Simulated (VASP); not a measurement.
Crystal: KCl (Sylvite).

```
K Cl
1.0
     0.00000    3.18788    3.18788
     3.18788    0.00000    3.18788
     3.18788    3.18788    0.00000
K Cl
1 1
Cartesian
  0.0000 0.0000 0.0000
  3.1879 3.1879 3.1879
```

This cell differs from its parent crystal: volume scaled by 1.04.

Base run:

```yaml
Program: VASP 6.6.1
Functional: PBEsol
Potentials_or_basis: VASP PAW PBE potentials, release 64 (K_sv, Cl)
Cutoff: 520 eV
k_mesh: 7 × 7 × 7
Occupations: fermi-dirac, width 0.05 eV
Spin: no spin polarisation
```

Its results: band gap on the k mesh 4.90 eV, direct; pressure -1.0 GPa.

Question: The run is repeated on the same cell with these changes: functional from PBEsol to HSE06; k mesh from 7 × 7 × 7 to 4 × 4 × 4. What comes out?

Answer: Band gap on the k mesh 6.35 eV, direct; pressure -0.2 GPa.

Several settings changed at once, so the effect can't be laid on one alone.

Caveats: some runs use coarse meshes; the PAW data sets were made with another functional, which shifts forces and pressure a little.

A k mesh can miss the band edges.
